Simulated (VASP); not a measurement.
A run of VASP 6.6.1 is set up as follows.

INCAR

```
SYSTEM = Re
ALGO = Fast ; EDIFF = 1E-6
ENCUT = 520 ; GGA = PE
ISIF = 2 ; ISMEAR = 0
LASPH = .True. ; LCHARG = .True.
LELF = .True. ; LREAL = .False.
LVHAR = .True. ; LWAVE = .False.
NBANDS = 10 ; NELM = 80
PREC = Accurate ; SIGMA = 0.1
```

Contents of KPOINTS:

```
k-points
0
Gamma
  16 16 16
  0 0 0
```

The input POSCAR:

```
Re
1.0
    0.0177157500      2.0283842500      2.0272980000
    2.0181735000     -0.0022515000      2.0472652500
    1.9988777500      2.0290557500      0.0170442500
Re
1
Direct
    0.0000000000      0.0000000000      0.0000000000
```

Potentials or basis: VASP PAW PBE potentials, release 64 (Re).

The run is started by

```sh
$ cat potpaw_PBE.64/Re/POTCAR > POTCAR
$ mpirun -np 1 vasp_std > vasp.out
```

Question: Predict the band gap on the k mesh.

Answer: Zero (an odd number of electrons rules out a gap without spin polarisation).

Question: What does it give for the pressure?

Answer: -28.4 GPa.

Stress tensor (GPa, compression positive):
```
-25.73   0.14  -3.32
  0.14 -29.83   0.24
 -3.32   0.24 -29.64
```

Caveat: the cell differs from its parent crystal (the cell strained at random); the cell stands under tension; spin-orbit coupling is left out, which moves the levels of the heavy elements.
